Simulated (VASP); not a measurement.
# MgO (P-6m2) in VASP: settings compared

The runs below take MgO through single point, with r2SCAN+D3(BJ), r2SCAN, r2SCAN+D4.

Program: VASP 6.6.1. These are calculated values, not measurements. Logs are shortened: lines on timing, memory, paths and dates and some standing lists are left out, and cuts for length are marked.

### 1 The cell of the first run

Symmetry: P-6m2, No. 187, hexagonal system. The conventional cell has a = 2.886 Å, b = 2.886 Å, c = 2.637 Å, α = 90.00°, β = 90.00°, γ = 120.00°. Mg (site symmetry -6m2) has 6 O at 2.12 Å and 8 Mg at 2.64 to 2.89 Å within 2.9 Å. Within 2.9 Å of O (site symmetry -6m2) lie 6 Mg at 2.12 Å and 8 O at 2.64 to 2.89 Å.

### 2 Single point, r2SCAN+D3(BJ)

The input, POSCAR:

```
MgO
1.0
    2.8860736315      0.0000000000      0.0000000000
   -1.4430368158      2.4994130821      0.0000000000
    0.0000000000      0.0000000000      2.6370568963
Mg O
1 1
Direct
    0.0000000000      0.0000000000      0.0000000000
    0.3333333333      0.6666666667      0.5000000000
```

The input, INCAR.step1:

```
ALGO = Normal ; EDIFF = 1E-5
ENCUT = 660 ; GGA = PE
GGA_COMPAT = False ; ISMEAR = -1
LASPH = True ; LCHARG = False
LREAL = False ; LWAVE = True
NBANDS = 11 ; NELM = 120
PREC = Accurate ; SIGMA = 0.05
```

The input, INCAR.step2:

```
ALGO = Normal ; EDIFF = 1E-6
ENCUT = 660 ; GGA_COMPAT = False
ISIF = 2 ; ISMEAR = -1
ISTART = 1 ; IVDW = 12
LASPH = True ; LCHARG = False
LMIXTAU = True ; LREAL = False
LWAVE = False ; METAGGA = R2SCAN
NBANDS = 11 ; NELM = 120
PREC = Accurate ; SIGMA = 0.05
VDW_A1 = 0.49484001 ; VDW_A2 = 5.73083694
VDW_S6 = 1.0 ; VDW_S8 = 0.78981345
```

The input, KPOINTS:

```
k-points
0
Gamma
  10 10 10
```

Potentials or basis: VASP PAW PBE potentials, release 64 (Mg, O).

The run is started by

```sh
cat potpaw_PBE.64/Mg/POTCAR potpaw_PBE.64/O/POTCAR > POTCAR
cp INCAR.step1 INCAR
mpirun -np 1 vasp_std > vasp.out
cp INCAR.step2 INCAR
mpirun -np 1 vasp_std > vasp.out
```

OUTCAR:

```text
EDIFF = 1E-6
   ENCUT = 660
   ISIF = 2
   ISMEAR = -1
   ISTART = 1
   IVDW = 12
   LASPH = True
   LREAL = False
   METAGGA = R2SCAN
   NELM = 120
   PREC = Accurate
 IVDW          = 12

 ion  position               nearest neighbor table
   1  0.000  0.000  0.000-   2 2.12   2 2.12   2 2.12   2 2.12   2 2.12   2 2.12
   2  0.333  0.667  0.500-   1 2.12   1 2.12   1 2.12   1 2.12   1 2.12   1 2.12

  LATTYP: Found a hexagonal cell.
 ALAT       =     2.8860736315
 C/A-ratio  =     0.9137178163

  Lattice vectors:

 A1 = (   2.8860736315,   0.0000000000,   0.0000000000)
 A2 = (  -1.4430368158,   2.4994130821,   0.0000000000)
 A3 = (   0.0000000000,   0.0000000000,   2.6370568963)

Analysis of symmetry for initial positions (statically):
=====================================================================
 Subroutine PRICEL returns:
 Original cell was already a primitive cell.

 Routine SETGRP: Setting up the symmetry group for a
 hexagonal supercell.

 Subroutine GETGRP returns: Found 12 space group operations
 (whereof 12 operations were pure point group operations)
 out of a pool of 24 trial point group operations.

The static configuration has the point symmetry D_3h.

Analysis of symmetry for dynamics (positions and initial velocities):
=====================================================================
 Subroutine PRICEL returns:
 Original cell was already a primitive cell.

 Routine SETGRP: Setting up the symmetry group for a
 hexagonal supercell.

 Subroutine GETGRP returns: Found 12 space group operations
 (whereof 12 operations were pure point group operations)
 out of a pool of 24 trial point group operations.

The dynamic configuration has the point symmetry D_3h.

 Subroutine INISYM returns: Found 12 space group operations
 (whereof 12 operations are pure point group operations),
 and found     1 'primitive' translations

----------------------------------------------------------------------------------------

                                     Primitive cell

  volume of cell :      19.0224

  direct lattice vectors                    reciprocal lattice vectors
     2.886073631  0.000000000  0.000000000     0.346491506  0.200046964  0.000000000
    -1.443036816  2.499413082  0.000000000     0.000000000  0.400093929  0.000000000
     0.000000000  0.000000000  2.637056896     0.000000000  0.000000000  0.379210627

  length of vectors
[... 81 lines left out ...]
   NELM   =    120;   NELMIN=  2; NELMDL=  0     # of ELM steps
   EDIFF  = 0.1E-05   stopping-criterion for ELM
   LREAL  =      F    real-space projection
[... 7 lines left out ...]
   TEBEG  =    0.0;   TEEND  =   0.0 temperature during run
   PSTRESS=    0.0 pullay stress
   NELECT =       8.0000    total number of electrons
   NUPDOWN=      -1.0000    fix difference up-down
   EMIN   =  10.00;   EMAX   =-10.00  energy-range for DOS
   EFERMI =   0.00;   METHOD = LEGACY
   ISMEAR =    -1;   SIGMA  =   0.05  broadening in eV -4-tet -1-fermi 0-gaus
   EFERMI_NEDOS =   21; number of points for ismear=-14 and -15
   IALGO  =     38    algorithm
   IMIX   =      4    mixing-type and parameters
     AMIX     =   0.40;   BMIX     =  1.00
     AMIX_MAG =   1.60;   BMIX_MAG =  1.00
  volume/ion in A,a.u.               =       9.51        64.18
  Fermi-wavevector in a.u.,A,eV,Ry     =   1.226544  2.317832 20.468748  1.504411
  Thomas-Fermi vector in A             =   2.361541
   LORBIT       =      0    0 simple, 1 ext, 2 COOP (PROOUT), +10 PAW based schemes
   METAGGA = R2SCAN    functional components
   LHFCALC =     F    Hartree Fock is set to
   AEXX    =    0.0000 exact exchange contribution
   IVDW    =    12    specifies the selected vdW correction
   LEPSILON=     F    determine dielectric tensor
   LRPA    =     F    only Hartree local field effects (RPA)
 non-spin polarized calculation
  energy-cutoff  :      660.00
  volume of cell :       19.02
 maximum number of plane-waves:       747
   NGX = 13   NGY = 13   NGZ = 11

 number of electron       7.9999999 magnetization

 Free energy of the ion-electron system (eV)
  ---------------------------------------------------
  ext. energy  EPLUGINS =         0.00000000
  ---------------------------------------------------
  free energy    TOTEN  =       -15.41815612 eV

  energy without entropy =      -15.41815612  energy(sigma->0) =      -15.41815612

 E-fermi :   4.3496     XC(G=0): -11.4743

 val. band max:        3.3137879786   @ k =   0.3000   0.3000   0.0000
 cond. band min:       7.5057498134   @ k =   0.0000   0.0000   0.0000
 fundamental gap:      4.1919618347
 Fermi energy:         4.3495721879

 k-point     1 :       0.0000    0.0000    0.0000
  band No.  band energies     occupation
      1     -15.3347      2.00000
      2       2.6811      2.00000
      3       2.6811      2.00000
      4       2.8956      2.00000
      5       7.5057      0.00000
      6      16.3975      0.00000
      7      20.3894      0.00000
      8      20.3894      0.00000
      9      25.0745      0.00000
     10      26.3704      0.00000
     11      28.1371      0.00000
[... 309 lines left out ...]
 k-point    24 :       0.4000    0.1000    0.1000
  band No.  band energies     occupation
      1     -14.1541      2.00000
      2      -1.4833      2.00000
      3       1.6010      2.00000
      4       2.8037      2.00000
      5      11.5123      0.00000
      6      15.4378      0.00000
      7      18.3005      0.00000
      8      22.3317      0.00000
      9      23.0122      0.00000
     10      27.8918      0.00000
     11      29.2719      0.00000

 [... further k-points ...]

------------------------ aborting loop because EDIFF is reached ----------------------------------------

 Edisp (eV)   -0.27265

 E8    (eV) :    -0.0826

  FORCE on cell =-STRESS in cart. coord.  units (eV):
  Direction    XX          YY          ZZ          XY          YZ          ZX
  --------------------------------------------------------------------------------------
  -------------------------------------------------------------------------------------
  Total      -0.14008    -0.14008    -0.16906     0.00000     0.00000     0.00000
  in kB     -11.79801   -11.79801   -14.23910     0.00000     0.00000     0.00000
  external pressure =      -12.61 kB  Pullay stress =        0.00 kB

 VOLUME and BASIS-vectors are now :
 -----------------------------------------------------------------------------
  energy-cutoff  :      660.00
  volume of cell :       19.02
      direct lattice vectors                 reciprocal lattice vectors
     2.886073631  0.000000000  0.000000000     0.346491506  0.200046964  0.000000000
    -1.443036816  2.499413082  0.000000000     0.000000000  0.400093929  0.000000000
     0.000000000  0.000000000  2.637056896     0.000000000  0.000000000  0.379210627

 POSITION                                       TOTAL-FORCE (eV/Angst)
 -----------------------------------------------------------------------------------
      0.00000      0.00000      0.00000         0.000000     -0.000000      0.000000
     -0.00000      1.66628      1.31853        -0.000000      0.000000      0.000000
 -----------------------------------------------------------------------------------
    total drift:                                0.000000     -0.000000     -0.000000

  FREE ENERGIE OF THE ION-ELECTRON SYSTEM (eV)
  ---------------------------------------------------
  free  energy   TOTEN  =       -15.6908012360 eV

  energy  without entropy=      -15.6908012359  energy(sigma->0) =      -15.69080124
```

Wall time 24 s (1 thread of Intel Xeon 6975P-C (Granite Rapids), shared host); peak memory 0.17 GiB.

What came out:

- Free energy: -15.6908 eV
- Pressure: -1.3 GPa
- Band gap on the k mesh: 4.19 eV (least direct gap 4.61 eV)
- Dispersion energy per atom: -0.136 eV

Stress tensor (GPa, compression positive):
```
-1.18  0.00  0.00
 0.00 -1.18  0.00
 0.00  0.00 -1.42
```

Caveat: the PAW data sets were made with another functional, which shifts forces and pressure a little. A k mesh can miss the band edges.

[end of part 1 of 2]
